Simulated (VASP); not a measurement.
# WSe (Pm-3m) in VASP: single point with PBE+U

Aim: the single point of WSe with PBE+U.

Everything below comes from runs of VASP 6.6.1. Logs are shortened: lines on timing, memory, paths and dates and some standing lists are left out, and cuts for length are marked.

### Step 1. The cell of the first run

Symmetry: Pm-3m, No. 221, cubic system. Conventional cell: a = 3.149 Å, b = 3.149 Å, c = 3.149 Å, α = 90.00°, β = 90.00°, γ = 90.00°. Within 3.6 Å of W (site symmetry m-3m) lie 8 Se at 2.73 Å and 6 W at 3.15 Å. Within 3.6 Å of Se (site symmetry m-3m) lie 8 W at 2.73 Å and 6 Se at 3.15 Å.

### Step 2. Single point, PBE+U, collinear spin, ferromagnetic start

Input file INCAR:

```
PREC = Accurate
ENCUT = 520
EDIFF = 1E-6
ISMEAR = 0
SIGMA = 0.05
LREAL = False
LASPH = True
NELM = 150
ALGO = Normal
ISIF = 2
LWAVE = False
LCHARG = True
ISPIN = 2
MAGMOM = 2.5 0
LORBIT = 11
LMAXMIX = 4
LDAU = True
LDAUTYPE = 2
LDAUL = 2 -1
LDAUU = 5 0
LDAUJ = 0 0
LDAUPRINT = 1
GGA = PE
LELF = True
LVHAR = True
NBANDS = 21
```

Input file KPOINTS:

```
Automatic mesh
0
Gamma
  14 14 14
```

Input file POSCAR:

```
WSe
1.0
    3.1485687611      0.0000000000      0.0000000000
    0.0000000000      3.1485687611      0.0000000000
    0.0000000000      0.0000000000      3.1485687611
W Se
1 1
Direct
    0.0000000000      0.0000000000      0.0000000000
    0.5000000000      0.5000000000      0.5000000000
```

Potentials or basis: VASP PAW PBE potentials, release 64 (W_sv, Se).

Command:

```sh
> cat potpaw_PBE.64/W_sv/POTCAR potpaw_PBE.64/Se/POTCAR > POTCAR
> mpirun -np 1 vasp_std > vasp.out
```

OUTCAR:

```text
PREC = Accurate
   ENCUT = 520
   EDIFF = 1E-6
   ISMEAR = 0
   LREAL = False
   LASPH = True
   NELM = 150
   ISIF = 2
   ISPIN = 2
   LORBIT = 11
   GGA = PE

 ion  position               nearest neighbor table
   1  0.000  0.000  0.000-   2 2.73   2 2.73   2 2.73   2 2.73   2 2.73   2 2.73   2 2.73   2 2.73

   2  0.500  0.500  0.500-   1 2.73   1 2.73   1 2.73   1 2.73   1 2.73   1 2.73   1 2.73   1 2.73

  LATTYP: Found a simple cubic cell.
 ALAT       =     3.1485687611

  Lattice vectors:

 A1 = (   3.1485687611,   0.0000000000,   0.0000000000)
 A2 = (   0.0000000000,   3.1485687611,   0.0000000000)
 A3 = (   0.0000000000,   0.0000000000,   3.1485687611)

Analysis of symmetry for initial positions (statically):
=====================================================================
 Subroutine PRICEL returns:
 Original cell was already a primitive cell.

 Routine SETGRP: Setting up the symmetry group for a
 simple cubic supercell.

 Subroutine GETGRP returns: Found 48 space group operations
 (whereof 48 operations were pure point group operations)
 out of a pool of 48 trial point group operations.

The static configuration has the point symmetry O_h .

Analysis of symmetry for dynamics (positions and initial velocities):
=====================================================================
 Subroutine PRICEL returns:
 Original cell was already a primitive cell.

 Routine SETGRP: Setting up the symmetry group for a
 simple cubic supercell.

 Subroutine GETGRP returns: Found 48 space group operations
 (whereof 48 operations were pure point group operations)
 out of a pool of 48 trial point group operations.

The dynamic configuration has the point symmetry O_h .

Analysis of structural, dynamic, and magnetic symmetry:
=====================================================================
 Subroutine PRICEL returns:
 Original cell was already a primitive cell.

 Routine SETGRP: Setting up the symmetry group for a
 simple cubic supercell.

[... 166 lines left out ...]

 occupancies and eigenvectors

  o =  0.1262  v =  0.0000  0.0000  0.0000  0.0000  0.0000  0.0000 -0.0583  0.0000 -0.9983 -0.0000      0.0000  0.0000  0.0000  0.0000  0.0000  0.0000  0.0000  0.0000  0.0000  0.0000
  o =  0.1262  v =  0.0000  0.0000  0.0000  0.0000  0.0000  0.0000 -0.9983  0.0000  0.0583  0.0000      0.0000  0.0000  0.0000  0.0000  0.0000  0.0000  0.0000  0.0000  0.0000  0.0000
  o =  0.1262  v =  0.0000  0.0000  0.0000  0.0000  0.0000  1.0000  0.0000  0.0000  0.0000  0.0000      0.0000  0.0000  0.0000  0.0000  0.0000  0.0000  0.0000  0.0000  0.0000  0.0000
  o =  0.3315  v =  0.0000  0.0000  0.0000  0.0000  0.0000  0.0000 -0.0000 -0.9987 -0.0000  0.0506      0.0000  0.0000  0.0000  0.0000  0.0000  0.0000  0.0000  0.0000  0.0000  0.0000
  o =  0.3315  v =  0.0000  0.0000  0.0000  0.0000  0.0000  0.0000  0.0000  0.0506  0.0000  0.9987      0.0000  0.0000  0.0000  0.0000  0.0000  0.0000  0.0000  0.0000  0.0000  0.0000
  o =  0.3744  v =  0.0000  0.0000 -0.9922 -0.0000  0.1250  0.0000  0.0000  0.0000  0.0000  0.0000      0.0000  0.0000  0.0000  0.0000  0.0000  0.0000  0.0000  0.0000  0.0000  0.0000
  o =  0.3744  v =  0.0000  0.0000 -0.1250  0.0000 -0.9922  0.0000  0.0000  0.0000  0.0000  0.0000      0.0000  0.0000  0.0000  0.0000  0.0000  0.0000  0.0000  0.0000  0.0000  0.0000
  o =  0.5398  v =  1.0000  0.0000  0.0000  0.0000  0.0000  0.0000  0.0000  0.0000  0.0000  0.0000      0.0000  0.0000  0.0000  0.0000  0.0000  0.0000  0.0000  0.0000  0.0000  0.0000
  o =  0.5398  v =  0.0000 -0.1376 -0.0000  0.9905  0.0000  0.0000  0.0000  0.0000  0.0000  0.0000      0.0000  0.0000  0.0000  0.0000  0.0000  0.0000  0.0000  0.0000  0.0000  0.0000
  o =  0.5398  v =  0.0000  0.9905  0.0000  0.1376  0.0000  0.0000  0.0000  0.0000  0.0000  0.0000      0.0000  0.0000  0.0000  0.0000  0.0000  0.0000  0.0000  0.0000  0.0000  0.0000

 number of electron      20.0000001 magnetization       1.5121191

 Free energy of the ion-electron system (eV)
  ---------------------------------------------------
  ext. energy  EPLUGINS =         0.00000000
  ---------------------------------------------------
  free energy    TOTEN  =        -9.85611955 eV

  energy without entropy =       -9.85495908  energy(sigma->0) =       -9.85553931

 E-fermi :  11.3438     XC(G=0): -12.7742

 val. band max:       11.3397036612   @ k =   0.2143   0.2143   0.2143
 cond. band min:      11.3515730757   @ k =   0.4286   0.3571   0.2857
 fundamental gap:      0.0118694145
 Fermi energy:        11.3438234246

 spin component 1

 k-point     1 :       0.0000    0.0000    0.0000
  band No.  band energies     occupation
      1     -64.0067      1.00000
      2     -28.2390      1.00000
      3     -28.2390      1.00000
      4     -28.2390      1.00000
      5      -6.2048      1.00000
      6       6.9548      1.00000
[... 1145 lines left out ...]
     20      27.5247      0.00000
     21      30.3965      0.00000

 [... further k-points ...]
[... 5 lines left out ...]
  --------------------------------------------------------------------------------------
  -------------------------------------------------------------------------------------
  Total        3.2978555      3.2978555      3.2978555      0.0000000     -0.0000000      0.0000000
  in kB      169.2788339    169.2788339    169.2788339      0.0000000     -0.0000000      0.0000000
  external PRESSURE =     169.2788339 kB  Pullay stress =       0.0000000 kB

 VOLUME and BASIS-vectors are now :
 -----------------------------------------------------------------------------
  energy-cutoff  :      520.00
  volume of cell :       31.21
      direct lattice vectors                 reciprocal lattice vectors
     3.148568761  0.000000000  0.000000000     0.317604625  0.000000000  0.000000000
     0.000000000  3.148568761  0.000000000     0.000000000  0.317604625  0.000000000
     0.000000000  0.000000000  3.148568761     0.000000000  0.000000000  0.317604625

 POSITION                                       TOTAL-FORCE (eV/Angst)
 -----------------------------------------------------------------------------------
      0.00000      0.00000      0.00000         0.000000      0.000000      0.000000
      1.57428      1.57428      1.57428         0.000000      0.000000      0.000000
 -----------------------------------------------------------------------------------
    total drift:                               -0.000000      0.000000      0.000000

  FREE ENERGIE OF THE ION-ELECTRON SYSTEM (eV)
  ---------------------------------------------------
  free  energy   TOTEN  =        -9.8561195503 eV

  energy  without entropy=       -9.8549590751  energy(sigma->0) =       -9.85553931

 total charge

# of ion       s       p       d       tot
------------------------------------------
    1        2.311   6.217   3.362  11.890
    2        1.476   2.304   0.160   3.941
--------------------------------------------------
tot          3.787   8.521   3.522  15.830

 magnetization (x)

# of ion       s       p       d       tot
------------------------------------------
    1        0.028   0.034   1.313   1.374
    2        0.028  -0.181   0.046  -0.106
--------------------------------------------------
tot          0.056  -0.147   1.359   1.268
```

Run time: 3.1 min. Hardware: 1 thread of AMD EPYC 7R43 (Zen 3), shared host; peak memory 0.2 GiB.

What came out:

- Free energy: -9.8561 eV
- Pressure: 16.9 GPa
- Net moment: 1.51 μB per cell
- Site moments: W +1.37; Se -0.11 μB
- Valence electrons inside the program's atomic spheres: W 11.89; Se 3.94

Eigenvalues of the final occupation matrices:
| site | spin | trace | eigenvalues |
| --- | --- | --- | --- |
| site 1 d | 1 | 2.37 | 0.37 0.37 0.54 0.54 0.54 |
| site 1 d | 2 | 1.04 | 0.13 0.13 0.13 0.33 0.33 |

Caveat: spin-orbit coupling is left out, which moves the levels of the heavy elements.
